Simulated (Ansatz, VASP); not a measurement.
# Two plane-wave programs on Ir

```xyz
1
Lattice="0.0000 1.8621 1.9197 1.8621 0.0000 1.9197 1.8621 1.8621 0.0000" Properties=species:S:1:pos:R:3 pbc="T T T"
Ir    0.0000    0.0000    0.0000
```

Change from the starting cell: equal xx and yy strain of -3 %, PAW files.

Alike in both runs: task electric field gradients; functional PBE; k mesh 15 × 15 × 15; occupations fermi-dirac, width 0.05 eV; no spin polarisation.

|  | VASP | Ansatz |
| --- | --- | --- |
| version | VASP 6.6.1 | Ansatz 0.2.0 |
| potentials or method | VASP PAW PBE potentials, release 64 (Ir) | PAW with Ansatz's default frozen-core files, scalar-relativistic |
| plane-wave cutoff (eV) | 520 | 420 |
| valence electrons in the cell | 9 | 17 |

|  | VASP | Ansatz | Ansatz less VASP |
| --- | --- | --- | --- |
| pressure (GPa) | 38.0 | 37.0 | -1.01 |
| traceless stress, the component that is largest in VASP (GPa) | -9.59 | -9.62 | -0.033 |
| size of Vzz on the site where it differs most (V/Å²) | 23.7 | 23.0 | -0.67 |

Both programs put the cell under a high pressure, so it lies far from rest at this level. With one functional, cell and mesh, what is left measures potentials, basis and numerics. VASP's potentials hold 9 valence electrons a cell and Ansatz's 17, so a difference there can come from the potentials and not from the codes.

Spin-orbit coupling is off throughout.
